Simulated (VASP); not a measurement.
# Al3Co2Ni (P-3m1) in VASP: further runs

The runs below take Al3Co2Ni through single point, relaxation of cell and atoms, with PBE.

Everything below comes from runs of VASP 6.6.1. Logs are shortened: lines on timing, memory, paths and dates and some standing lists are left out, and cuts for length are marked.

## (1) The cell of the first run

Symmetry: P-3m1, No. 164, trigonal system. The conventional cell has a = 4.069 Å, b = 4.069 Å, c = 4.966 Å, α = 90.00°, β = 90.00°, γ = 120.00°. Within 3.3 Å of Al (site symmetry -3m) lie 2 Ni at 2.48 Å and 6 Co at 2.49 Å and 6 Al at 2.86 Å. Within 3.3 Å of Al (site symmetry 3m) lie 5 Co at 2.47 to 2.50 Å and 3 Ni at 2.50 Å and 6 Al at 2.86 to 2.90 Å. Within 3.3 Å of Co (site symmetry 3m) lie 8 Al at 2.47 to 2.50 Å and 3 Ni at 2.87 Å and 3 Co at 2.88 Å. Ni (site symmetry -3m) has 8 Al at 2.48 to 2.50 Å and 6 Co at 2.87 Å within 3.3 Å.

## (2) Single point, PBE, collinear spin, ferromagnetic start

File INCAR:

```
SYSTEM = Al3Co2Ni
ALGO = Normal
EDIFF = 1E-6
ENCUT = 520
GGA = PE
ISIF = 2
ISMEAR = 0
ISPIN = 2
LASPH = .TRUE.
LCHARG = .FALSE.
LMAXMIX = 4
LORBIT = 11
LREAL = .FALSE.
LWAVE = .FALSE.
MAGMOM = 0 0 0 3 3 2
NBANDS = 32
NELM = 150
PREC = Accurate
SIGMA = 0.1
```

File KPOINTS:

```
k-points
0
G
  6 6 4
  0 0 0
```

File POSCAR:

```
Al3Co2Ni
1.0
    4.0686171055      0.0000000000      0.0000000000
   -2.0343085528      3.5235257717      0.0000000000
    0.0000000000      0.0000000000      4.9657151261
Al Co Ni
3 2 1
Direct
    0.0000000000      0.0000000000      0.0000000000
    0.6666666667      0.3333333333      0.3296071914
    0.3333333333      0.6666666667      0.6703928086
    0.6666666667      0.3333333333      0.8326020774
    0.3333333333      0.6666666667      0.1673979226
    0.0000000000      0.0000000000      0.5000000000
```

Potentials or basis: VASP PAW PBE potentials, release 64 (Al, Co, Ni).

On the command line:

```bash
$ cat potpaw_PBE.64/Al/POTCAR potpaw_PBE.64/Co/POTCAR potpaw_PBE.64/Ni/POTCAR > POTCAR
$ mpirun -np 1 vasp_std > vasp.out
```

OUTCAR:

```text
SYSTEM = Al3Co2Ni
   EDIFF = 1E-6
   ENCUT = 520
   GGA = PE
   ISIF = 2
   ISMEAR = 0
   ISPIN = 2
   LASPH = .TRUE.
   LORBIT = 11
   LREAL = .FALSE.
   NELM = 150
   PREC = Accurate

 ion  position               nearest neighbor table
   1  0.000  0.000  0.000-   6 2.48   6 2.48   4 2.49   5 2.49   4 2.49   5 2.49   4 2.49   5 2.49
                             2 2.86   3 2.86   3 2.86   2 2.86   2 2.86   3 2.86
   2  0.667  0.333  0.330-   4 2.47   5 2.48   5 2.48   5 2.48   6 2.50   6 2.50   6 2.50   4 2.50
                             1 2.86   1 2.86   1 2.86   3 2.90   3 2.90   3 2.90
   3  0.333  0.667  0.670-   5 2.47   4 2.48   4 2.48   4 2.48   6 2.50   6 2.50   6 2.50   5 2.50
                             1 2.86   1 2.86   1 2.86   2 2.90   2 2.90   2 2.90
   4  0.667  0.333  0.833-   2 2.47   3 2.48   3 2.48   3 2.48   1 2.49   1 2.49   1 2.49   2 2.50
                             6 2.87   6 2.87   6 2.87   5 2.88   5 2.88   5 2.88
   5  0.333  0.667  0.167-   3 2.47   2 2.48   2 2.48   2 2.48   1 2.49   1 2.49   1 2.49   3 2.50
                             6 2.87   6 2.87   6 2.87   4 2.88   4 2.88   4 2.88
   6  0.000  0.000  0.500-   1 2.48   1 2.48   3 2.50   2 2.50   2 2.50   3 2.50   2 2.50   3 2.50
                             5 2.87   4 2.87   4 2.87   5 2.87   5 2.87   4 2.87

  LATTYP: Found a hexagonal cell.
 ALAT       =     4.0686171055
 C/A-ratio  =     1.2204921223

  Lattice vectors:

 A1 = (   4.0686171055,   0.0000000000,   0.0000000000)
 A2 = (  -2.0343085528,   3.5235257717,   0.0000000000)
 A3 = (   0.0000000000,   0.0000000000,   4.9657151261)

Analysis of symmetry for initial positions (statically):
=====================================================================
 Subroutine PRICEL returns:
 Original cell was already a primitive cell.

 Routine SETGRP: Setting up the symmetry group for a
 hexagonal supercell.

 Subroutine GETGRP returns: Found 12 space group operations
 (whereof 12 operations were pure point group operations)
 out of a pool of 24 trial point group operations.

The static configuration has the point symmetry D_3d.

Analysis of symmetry for dynamics (positions and initial velocities):
=====================================================================
 Subroutine PRICEL returns:
 Original cell was already a primitive cell.

 Routine SETGRP: Setting up the symmetry group for a
 hexagonal supercell.

 Subroutine GETGRP returns: Found 12 space group operations
 (whereof 12 operations were pure point group operations)
 out of a pool of 24 trial point group operations.

The dynamic configuration has the point symmetry D_3d.

Analysis of structural, dynamic, and magnetic symmetry:
=====================================================================
 Subroutine PRICEL returns:
 Original cell was already a primitive cell.

 Routine SETGRP: Setting up the symmetry group for a
 hexagonal supercell.
[... 155 lines left out ...]
  ---------------------------------------------------
  free energy    TOTEN  =       -34.39099269 eV

  energy without entropy =      -34.37841927  energy(sigma->0) =      -34.38470598

 E-fermi :  10.2370     XC(G=0): -12.1248

 val. band max:       10.2124292985   @ k =   0.3333   0.1667   0.2500
 cond. band min:      10.2465063150   @ k =   0.1667   0.1667   0.5000
 fundamental gap:      0.0340770165
 Fermi energy:        10.2369825021

 spin component 1

 k-point     1 :       0.0000    0.0000    0.0000
  band No.  band energies     occupation
      1      -0.7922      1.00000
      2       4.4714      1.00000
      3       4.4751      1.00000
      4       6.6219      1.00000
      5       6.6219      1.00000
      6       6.8857      1.00000
[... 781 lines left out ...]
     29      18.2559      0.00000
     30      18.2559      0.00000
 Fermi energy:        10.2369825021

 spin component 2

 k-point     1 :       0.0000    0.0000    0.0000
  band No.  band energies     occupation
      1      -0.7996      1.00000
      2       4.4849      1.00000
      3       4.5107      1.00000
      4       6.7423      1.00000
      5       6.7423      1.00000
      6       7.1026      1.00000
[... 781 lines left out ...]
     29      18.2776      0.00000
     30      18.2776      0.00000
 [bands above 30 left out]

------------------------ aborting loop because EDIFF is reached ----------------------------------------

  FORCE on cell =-STRESS in cart. coord.  units (eV):
  Direction    XX          YY          ZZ          XY          YZ          ZX
  --------------------------------------------------------------------------------------
  -------------------------------------------------------------------------------------
  Total       -0.0237438     -0.0237438     -0.0348286      0.0000000      0.0000000     -0.0000000
  in kB       -0.5343861     -0.5343861     -0.7838635      0.0000000      0.0000000     -0.0000000
  external PRESSURE =      -0.6175452 kB  Pullay stress =       0.0000000 kB

 VOLUME and BASIS-vectors are now :
 -----------------------------------------------------------------------------
  energy-cutoff  :      520.00
  volume of cell :       71.19
      direct lattice vectors                 reciprocal lattice vectors
     4.068617106  0.000000000  0.000000000     0.245783757  0.141903319  0.000000000
    -2.034308553  3.523525772  0.000000000     0.000000000  0.283806637  0.000000000
     0.000000000  0.000000000  4.965715126     0.000000000  0.000000000  0.201380864

 POSITION                                       TOTAL-FORCE (eV/Angst)
 -----------------------------------------------------------------------------------
      0.00000      0.00000      0.00000         0.000000      0.000000      0.000000
      2.03431      1.17451      1.63674        -0.000000      0.000000     -0.007981
     -0.00000      2.34902      3.32898         0.000000     -0.000000      0.007981
      2.03431      1.17451      4.13446         0.000000     -0.000000     -0.000863
     -0.00000      2.34902      0.83125         0.000000      0.000000      0.000863
      0.00000      0.00000      2.48286         0.000000      0.000000      0.000000
 -----------------------------------------------------------------------------------
    total drift:                                0.000000     -0.000000      0.000000

  FREE ENERGIE OF THE ION-ELECTRON SYSTEM (eV)
  ---------------------------------------------------
  free  energy   TOTEN  =       -34.3909926910 eV

  energy  without entropy=      -34.3784192724  energy(sigma->0) =      -34.38470598

 total charge

# of ion       s       p       d       tot
------------------------------------------
    1        0.389   0.421   0.000   0.810
    2        0.390   0.419   0.000   0.809
    3        0.390   0.419   0.000   0.809
    4        0.434   0.479   7.502   8.414
    5        0.434   0.479   7.502   8.414
    6        0.473   0.536   8.438   9.447
--------------------------------------------------
tot          2.509   2.752  23.441  28.703

 magnetization (x)

# of ion       s       p       d       tot
------------------------------------------
    1       -0.002  -0.001   0.000  -0.003
    2       -0.002   0.000   0.000  -0.002
    3       -0.002   0.000   0.000  -0.002
    4        0.014   0.003   0.561   0.579
    5        0.014   0.003   0.561   0.579
    6        0.002  -0.016   0.255   0.241
--------------------------------------------------
tot          0.025  -0.010   1.378   1.392
```

OSZICAR:

```text
N       E                     dE             d eps       ncg     rms          rms(c)
DAV:   1     0.214578173311E+03    0.21458E+03   -0.14871E+04  3072   0.126E+03
DAV:   2    -0.240082706745E+02   -0.23859E+03   -0.22137E+03  3112   0.277E+02
DAV:   3    -0.373189147092E+02   -0.13311E+02   -0.12699E+02  3648   0.809E+01
DAV:   4    -0.376119699317E+02   -0.29306E+00   -0.29249E+00  3576   0.110E+01
DAV:   5    -0.376238205031E+02   -0.11851E-01   -0.11850E-01  4024   0.204E+00    0.247E+01
DAV:   6    -0.458679674294E+02   -0.82441E+01   -0.63832E+01  3584   0.133E+02    0.330E+01
DAV:   7    -0.346776125181E+02    0.11190E+02   -0.32478E+01  3600   0.838E+01    0.629E+00
DAV:   8    -0.355001768751E+02   -0.82256E+00   -0.41031E+00  4392   0.505E+01    0.126E+01
DAV:   9    -0.344058555163E+02    0.10943E+01   -0.38531E+00  4160   0.369E+01    0.212E+00
DAV:  10    -0.343948928987E+02    0.10963E-01   -0.26107E-01  3936   0.510E+00    0.116E+00
DAV:  11    -0.343911174672E+02    0.37754E-02   -0.20731E-02  3680   0.177E+00    0.337E-01
DAV:  12    -0.343909599301E+02    0.15754E-03   -0.13032E-03  3968   0.328E-01    0.138E-01
DAV:  13    -0.343909913488E+02   -0.31419E-04   -0.12586E-04  4824   0.142E-01    0.584E-02
DAV:  14    -0.343909924916E+02   -0.11428E-05   -0.34041E-05  4400   0.778E-02    0.194E-02
DAV:  15    -0.343909926910E+02   -0.19939E-06   -0.58777E-06  3400   0.232E-02
   1 F= -.34390993E+02 E0= -.34384706E+02  d E =-.125734E-01  mag=     1.3233
```

stdout:

```text
POSCAR found type information on POSCAR AlCoNi
 POSCAR found :  3 types and       6 ions
 scaLAPACK will be used
 LDA part: xc-table for (Slater+PW92), standard interpolation
 POSCAR, INCAR and KPOINTS ok, starting setup
 FFT: planning ... GRIDC
 FFT: planning ... GRID_SOFT
 FFT: planning ... GRID
 WAVECAR not read
 entering main loop
```

It took 54 s on 1 thread of Intel Xeon 6975P-C (Granite Rapids), shared host; peak memory 0.26 GiB.

Results:

- Free energy: -34.3910 eV
- Pressure: -0.1 GPa
- Largest force: 0.008 eV/Å
- Net moment: 1.32 μB per cell
- Site moments: Al -0.00; Co +0.58; Ni +0.24 μB
- Valence electrons inside the program's atomic spheres: Al 0.81; Co 8.41; Ni 9.45

Forces on the atoms (eV/Å):
```
Al   0.000  0.000  0.000
Al   0.000  0.000 -0.008
Al   0.000  0.000  0.008
Co   0.000  0.000 -0.001
Co   0.000  0.000  0.001
Ni   0.000  0.000  0.000
```

## (3) Single point, PBE, collinear spin, ferromagnetic start

This run uses another cell than the first one, of 12.97 Å³/atom.

File INCAR:

```
PREC = Accurate ; ENCUT = 520
EDIFF = 1E-7 ; ISMEAR = 0
SIGMA = 0.1 ; LREAL = F
LASPH = T ; NELM = 150
ALGO = Normal ; ISIF = 2
LWAVE = F ; LCHARG = F
ISPIN = 2 ; MAGMOM = 0 0 0 3 3 2
LORBIT = 11 ; LMAXMIX = 4
GGA = PE ; NBANDS = 32
```

File KPOINTS:

```
regular mesh
0
Gamma
  6 6 4
```

File POSCAR:

```
Al3Co2Ni
1.0
    4.1866332600      0.0000000000      0.0000000000
   -2.0933166300      3.6257307600      0.0000000000
    0.0000000000      0.0000000000      5.1275576200
Al Co Ni
3 2 1
Direct
    0.0000000000      0.0000000000      0.0000000000
    0.6666666700      0.3333333300      0.3333333300
    0.3333333300      0.6666666700      0.6666666700
    0.6666666700      0.3333333300      0.8333333300
    0.3333333300      0.6666666700      0.1666666700
    0.0000000000      0.0000000000      0.5000000000
```

Potentials or basis: VASP PAW PBE potentials, release 64 (Al, Co, Ni).

On the command line:

```bash
$ cat potpaw_PBE.64/Al/POTCAR potpaw_PBE.64/Co/POTCAR potpaw_PBE.64/Ni/POTCAR > POTCAR
$ mpirun -np 1 vasp_std > vasp.out
```

Run time: 54 s. Hardware: 1 thread of Intel Xeon 6975P-C (Granite Rapids), shared host; peak memory 0.28 GiB.

Results (log left out):

```
Free energy                                           : -34.1096 eV
Pressure                                              : -12.3 GPa
Largest force                                         : 0.165 eV/Å
Net moment                                            : 1.47 μB per cell
Site moments                                          : Al -0.01; Co +0.68; Ni +0.24 μB
Valence electrons inside the program's atomic spheres : Al 0.77; Co 8.25; Ni 9.31
```

Forces in eV/Å, atoms in the order of the input:
```
Al   0.000  0.000  0.000
Al   0.000  0.000 -0.165
Al   0.000  0.000  0.165
Co   0.000  0.000  0.032
Co   0.000  0.000 -0.032
Ni   0.000  0.000  0.000
```

Stress tensor (GPa, compression positive):
```
-12.05   0.00   0.00
  0.00 -12.05   0.00
  0.00   0.00 -12.73
```

Levels at points of the mesh, in eV from the Fermi level:
Spin up:
```
           k point  band 16  band 17  band 18  band 19  band 20  band 21  band 22  band 23
(0.00, 0.00, 0.00)    -1.08    -1.08    -0.99     2.08     2.08     2.23     2.23     3.58
(0.50, 0.00, 0.00)    -1.45    -1.45    -1.20    -0.87     0.32     0.66     1.66     2.50
(0.00, 0.00, 0.50)    -0.85    -0.85     2.30     2.30     2.31     3.03     3.03     3.12
(0.50, 0.00, 0.50)    -1.39    -1.37    -1.00    -0.51     0.59     0.80     2.27     2.65
```
Spin down:
```csv
k point,band 15,band 16,band 17,band 18,band 19,band 20,band 21,band 22
"(0.00, 0.00, 0.00)",-0.71,-0.63,-0.57,-0.57,2.26,2.26,2.54,2.54
"(0.50, 0.00, 0.00)",-1.13,-1.05,-1.02,-0.75,0.12,0.68,1.32,2.14
"(0.00, 0.00, 0.50)",-0.81,0.11,0.11,2.29,2.29,2.29,3.08,3.20
"(0.50, 0.00, 0.50)",-1.04,-0.88,-0.76,-0.65,0.40,0.94,1.38,2.46
```

Caveat: the cell stands under tension.

(Part 1 of 2 ends here.)
